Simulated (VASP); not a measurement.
# HfO2 (Fm-3m) in VASP: a series of runs

HfO2 is run at these levels: PBE, r2SCAN, PBEsol; tasks: single point, relaxation of cell and atoms.

All numbers are computed with VASP 6.6.1; they aren't measurements. Logs are shortened: lines on timing, memory, paths and dates and some standing lists are left out, and cuts for length are marked.

## Step 1: The cell of the first run

The structure is cubic, space group Fm-3m (No. 225). The conventional cell has a = 5.098 Å, b = 5.098 Å, c = 5.098 Å, α = 90.00°, β = 90.00°, γ = 90.00°. Within 2.9 Å of Hf (site symmetry m-3m) lie 8 O at 2.21 Å. Within 2.9 Å of O (site symmetry -43m) lie 4 Hf at 2.21 Å and 6 O at 2.55 Å.

## Step 2: Single point, PBE

File INCAR:

```
  ALGO = Normal
  EDIFF = 1E-6
  ENCUT = 520
  GGA = PE
  ISIF = 2
  ISMEAR = -1
  LASPH = T
  LCHARG = F
  LREAL = F
  LWAVE = F
  NBANDS = 18
  NELM = 100
  PREC = Accurate
  SIGMA = 0.02
```

File KPOINTS:

```
k-points
0
Gamma
  8 8 8
```

File POSCAR:

```
HfO2
1.0
    0.0000000000      2.5488060284      2.5488060284
    2.5488060284      0.0000000000      2.5488060284
    2.5488060284      2.5488060284      0.0000000000
Hf O
1 2
Direct
    0.0000000000      0.0000000000      0.0000000000
    0.2500000000      0.2500000000      0.2500000000
    0.7500000000      0.7500000000      0.7500000000
```

Potentials or basis: VASP PAW PBE potentials, release 64 (Hf_pv, O).

Started as:

```bash
cat potpaw_PBE.64/Hf_pv/POTCAR potpaw_PBE.64/O/POTCAR > POTCAR
mpirun -np 1 vasp_std > vasp.out
```

OUTCAR:

```text
EDIFF = 1E-6
   ENCUT = 520
   GGA = PE
   ISIF = 2
   ISMEAR = -1
   LASPH = T
   LREAL = F
   NELM = 100
   PREC = Accurate

 ion  position               nearest neighbor table
   1  0.000  0.000  0.000-   2 2.21   3 2.21   3 2.21   3 2.21   3 2.21   2 2.21   2 2.21   2 2.21

   2  0.250  0.250  0.250-   1 2.21   1 2.21   1 2.21   1 2.21
   3  0.750  0.750  0.750-   1 2.21   1 2.21   1 2.21   1 2.21

  LATTYP: Found a face centered cubic cell.
 ALAT       =     5.0976120568

  Lattice vectors:

 A1 = (   0.0000000000,   2.5488060284,   2.5488060284)
 A2 = (   2.5488060284,   0.0000000000,   2.5488060284)
 A3 = (   2.5488060284,   2.5488060284,   0.0000000000)

Analysis of symmetry for initial positions (statically):
=====================================================================
 Subroutine PRICEL returns:
 Original cell was already a primitive cell.

 Routine SETGRP: Setting up the symmetry group for a
 face centered cubic supercell.

 Subroutine GETGRP returns: Found 48 space group operations
 (whereof 48 operations were pure point group operations)
 out of a pool of 48 trial point group operations.

The static configuration has the point symmetry O_h .

Analysis of symmetry for dynamics (positions and initial velocities):
=====================================================================
 Subroutine PRICEL returns:
 Original cell was already a primitive cell.

 Routine SETGRP: Setting up the symmetry group for a
 face centered cubic supercell.

 Subroutine GETGRP returns: Found 48 space group operations
 (whereof 48 operations were pure point group operations)
 out of a pool of 48 trial point group operations.

The dynamic configuration has the point symmetry O_h .

 Subroutine INISYM returns: Found 48 space group operations
 (whereof 48 operations are pure point group operations),
 and found     1 'primitive' translations

----------------------------------------------------------------------------------------

                                     Primitive cell

  volume of cell :      33.1162

  direct lattice vectors                    reciprocal lattice vectors
     0.000000000  2.548806028  2.548806028    -0.196170283  0.196170283  0.196170283
     2.548806028  0.000000000  2.548806028     0.196170283 -0.196170283  0.196170283
     2.548806028  2.548806028  0.000000000     0.196170283  0.196170283 -0.196170283

  length of vectors
     3.604556053  3.604556053  3.604556053     0.339776897  0.339776897  0.339776897

  position of ions in fractional coordinates (direct lattice)
     0.000000000  0.000000000  0.000000000
     0.250000000  0.250000000  0.250000000
     0.750000000  0.750000000  0.750000000

  ion indices of the primitive-cell ions
   primitive index   ion index
                 1           1
                 2           2
                 3           3

----------------------------------------------------------------------------------------

 KPOINTS: k-points

Automatic generation of k-mesh.
 Grid dimensions read from file:
 generate k-points for:    8    8    8

 Generating k-lattice:

  Cartesian coordinates                     Fractional coordinates (reciprocal lattice)
    -0.024521285  0.024521285  0.024521285     0.125000000  0.000000000  0.000000000
     0.024521285 -0.024521285  0.024521285     0.000000000  0.125000000  0.000000000
     0.024521285  0.024521285 -0.024521285     0.000000000  0.000000000  0.125000000

  Length of vectors
     0.042472112  0.042472112  0.042472112

  Shift w.r.t. Gamma in fractional coordinates (k-lattice)
     0.000000000  0.000000000  0.000000000

 Subroutine IBZKPT returns following result:
 ===========================================

 Found     29 irreducible k-points:

 Following reciprocal coordinates:
            Coordinates               Weight
  0.000000  0.000000  0.000000      1.000000
  0.125000  0.000000  0.000000      8.000000
  0.250000  0.000000  0.000000      8.000000
  0.375000  0.000000  0.000000      8.000000
  0.500000  0.000000  0.000000      4.000000
  0.125000  0.125000  0.000000      6.000000
[... 16 lines left out ...]
  0.500000  0.250000  0.125000     48.000000
 -0.375000  0.250000  0.125000     24.000000
 [... further k-points ...]
   k-points           NKPTS =     29   k-points in BZ     NKDIM =     29   number of bands    NBANDS=     18
   number of dos      NEDOS =    301   number of ions     NIONS =      3
   total plane-waves  NPLWV =  21952
   dimension x,y,z NGX =    28 NGY =   28 NGZ =   28
   dimension x,y,z NGXF=    56 NGYF=   56 NGZF=   56
   ions per type =               1   2
   NGX,Y,Z   is equivalent  to a cutoff of  12.91, 12.91, 12.91 a.u.
   NGXF,Y,Z  is equivalent  to a cutoff of  25.83, 25.83, 25.83 a.u.
 SYSTEM =  unknown system
   PREC   = accura    normal or accurate (medium, high low for compatibility)
   ISTART =      0    job   : 0-new  1-cont  2-samecut
   ICHARG =      2    charge: 1-file 2-atom 10-const
   ISPIN  =      1    spin polarized calculation?
   LNONCOLLINEAR =      F non collinear calculations
   LSORBIT =      F    spin-orbit coupling
   LASPH  =      T    aspherical Exc in radial PAW
   ENCUT  =  520.0 eV  38.22 Ry    6.18 a.u.   6.70  6.70  6.70*2*pi/ulx,y,z
   NELM   =    100;   NELMIN=  2; NELMDL= -5     # of ELM steps
   EDIFF  = 0.1E-05   stopping-criterion for ELM
   LREAL  =      F    real-space projection
   EDIFFG = 0.1E-04   stopping-criterion for IOM
   NSW    =      0    number of steps for IOM
   IBRION =     -1    ionic relax: 0-MD 1-quasi-New 2-CG
   NFREE  =      0    steps in history (QN), initial steepest desc. (CG)
   ISIF   =      2    stress and relaxation
   ISYM   =      2    0-nonsym 1-usesym 2-fastsym
   POTIM  = 0.5000    time-step for ionic-motion
   TEBEG  =    0.0;   TEEND  =   0.0 temperature during run
   PSTRESS=    0.0 pullay stress
   NELECT =      22.0000    total number of electrons
   NUPDOWN=      -1.0000    fix difference up-down
   EMIN   =  10.00;   EMAX   =-10.00  energy-range for DOS
   EFERMI =   0.00;   METHOD = LEGACY
   ISMEAR =    -1;   SIGMA  =   0.02  broadening in eV -4-tet -1-fermi 0-gaus
   EFERMI_NEDOS =   21; number of points for ismear=-14 and -15
   IALGO  =     38    algorithm
   IMIX   =      4    mixing-type and parameters
     AMIX     =   0.40;   BMIX     =  1.00
     AMIX_MAG =   1.60;   BMIX_MAG =  1.00
  volume/ion in A,a.u.               =      11.04        74.49
  Fermi-wavevector in a.u.,A,eV,Ry     =   1.428463  2.699403 27.762770  2.040506
  Thomas-Fermi vector in A             =   2.548522
   LORBIT       =      0    0 simple, 1 ext, 2 COOP (PROOUT), +10 PAW based schemes
   GGA     = PE    functional components
   LHFCALC =     F    Hartree Fock is set to
   AEXX    =    0.0000 exact exchange contribution
   IVDW    =     0    specifies the selected vdW correction
   LEPSILON=     F    determine dielectric tensor
   LRPA    =     F    only Hartree local field effects (RPA)
 non-spin polarized calculation
  energy-cutoff  :      520.00
  volume of cell :       33.12
 maximum number of plane-waves:       911
   NGX = 13   NGY = 13   NGZ = 13

 number of electron      21.9999992 magnetization

 Free energy of the ion-electron system (eV)
  ---------------------------------------------------
  ext. energy  EPLUGINS =         0.00000000
  ---------------------------------------------------
  free energy    TOTEN  =       -30.24335891 eV

  energy without entropy =      -30.24335891  energy(sigma->0) =      -30.24335891

 E-fermi :   4.5440     XC(G=0): -11.7517

 val. band max:        4.1404596360   @ k =   0.5000   0.5000   0.0000
 cond. band min:       7.8977498969   @ k =   0.5000   0.5000   0.0000
 fundamental gap:      3.7572902609
 Fermi energy:         4.5439555531

 k-point     1 :       0.0000    0.0000    0.0000
  band No.  band energies     occupation
      1     -25.6225      2.00000
      2     -25.6225      2.00000
      3     -25.6225      2.00000
      4     -14.4908      2.00000
      5     -11.5385      2.00000
      6      -1.1027      2.00000
[... 10 lines left out ...]
     17      14.3581      0.00000
     18      17.5353      0.00000

 k-point     2 :       0.1250    0.0000    0.0000
  band No.  band energies     occupation
      1     -25.6846      2.00000
      2     -25.6293      2.00000
      3     -25.6293      2.00000
      4     -14.2910      2.00000
      5     -11.7018      2.00000
      6      -0.9554      2.00000
[... 10 lines left out ...]
     17      14.1025      0.00000
     18      17.4997      0.00000

 k-point     3 :       0.2500    0.0000    0.0000
  band No.  band energies     occupation
      1     -25.8293      2.00000
      2     -25.6457      2.00000
      3     -25.6457      2.00000
      4     -13.8151      2.00000
      5     -12.0346      2.00000
      6      -0.5901      2.00000
[... 10 lines left out ...]
     17      13.6410      0.00000
     18      16.6397      0.00000

 k-point     4 :       0.3750    0.0000    0.0000
  band No.  band energies     occupation
      1     -25.9670      2.00000
      2     -25.6620      2.00000
      3     -25.6620      2.00000
      4     -13.3978      2.00000
      5     -12.2379      2.00000
      6      -0.2245      2.00000
[... 375 lines left out ...]
      4     -13.4095      2.00000
      5     -12.2810      2.00000
      6      -0.5983      2.00000
[... 10 lines left out ...]
     17      13.8377      0.00000
     18      17.1710      0.00000

 k-point    23 :       0.5000    0.2500    0.1250
  band No.  band energies     occupation
      1     -25.9409      2.00000
      2     -25.7628      2.00000
      3     -25.6851      2.00000
      4     -13.0326      2.00000
      5     -12.4388      2.00000
      6      -0.6023      2.00000
[... 10 lines left out ...]
     17      14.7794      0.00000
     18      16.9981      0.00000

 k-point    24 :      -0.3750    0.2500    0.1250
  band No.  band energies     occupation
      1     -25.9675      2.00000
      2     -25.7832      2.00000
      3     -25.6943      2.00000
      4     -12.9427      2.00000
      5     -12.4221      2.00000
      6      -0.6063      2.00000
[... 10 lines left out ...]
     17      15.0267      0.00000
     18      16.9701      0.00000

 [... further k-points ...]
[... 5 lines left out ...]
  --------------------------------------------------------------------------------------
  -------------------------------------------------------------------------------------
  Total       -0.7495722     -0.7495722     -0.7495722     -0.0000000      0.0000000     -0.0000000
  in kB      -36.2646686    -36.2646686    -36.2646686     -0.0000000      0.0000000     -0.0000000
  external PRESSURE =     -36.2646686 kB  Pullay stress =       0.0000000 kB

 VOLUME and BASIS-vectors are now :
 -----------------------------------------------------------------------------
  energy-cutoff  :      520.00
  volume of cell :       33.12
      direct lattice vectors                 reciprocal lattice vectors
     0.000000000  2.548806028  2.548806028    -0.196170283  0.196170283  0.196170283
     2.548806028  0.000000000  2.548806028     0.196170283 -0.196170283  0.196170283
     2.548806028  2.548806028  0.000000000     0.196170283  0.196170283 -0.196170283

 POSITION                                       TOTAL-FORCE (eV/Angst)
 -----------------------------------------------------------------------------------
      0.00000      0.00000      0.00000        -0.000000      0.000000      0.000000
      1.27440      1.27440      1.27440         0.000000     -0.000000     -0.000000
      3.82321      3.82321      3.82321         0.000000     -0.000000      0.000000
 -----------------------------------------------------------------------------------
    total drift:                                0.000000      0.000000      0.000000

  FREE ENERGIE OF THE ION-ELECTRON SYSTEM (eV)
  ---------------------------------------------------
  free  energy   TOTEN  =       -30.2433589053 eV

  energy  without entropy=      -30.2433589053  energy(sigma->0) =      -30.24335891
```

Run time: 7.8 s. Hardware: 1 thread of Intel Xeon 6975P-C (Granite Rapids), shared host; peak memory 0.16 GiB.

What came out:

* Free energy: -30.2434 eV
* Pressure: -3.6 GPa
* Band gap on the k mesh: 3.76 eV, direct

Levels at points of the mesh, in eV from the valence-band top:
```
           k point  band 8  band 9  band 10  band 11  band 12  band 13  band 14  band 15
(0.00, 0.00, 0.00)   -5.24   -0.60    -0.60    -0.60     3.84     3.84     5.71    10.22
(0.50, 0.00, 0.00)   -3.02   -2.69    -1.81    -1.81     4.55     4.55     6.83     9.01
(0.50, 0.50, 0.00)   -3.42   -1.50    -1.50     0.00     3.76     5.42     6.49     8.02
```

Caveat: spin-orbit coupling is left out, which moves the levels of the heavy elements.

(Continued in part 2 of 2.)
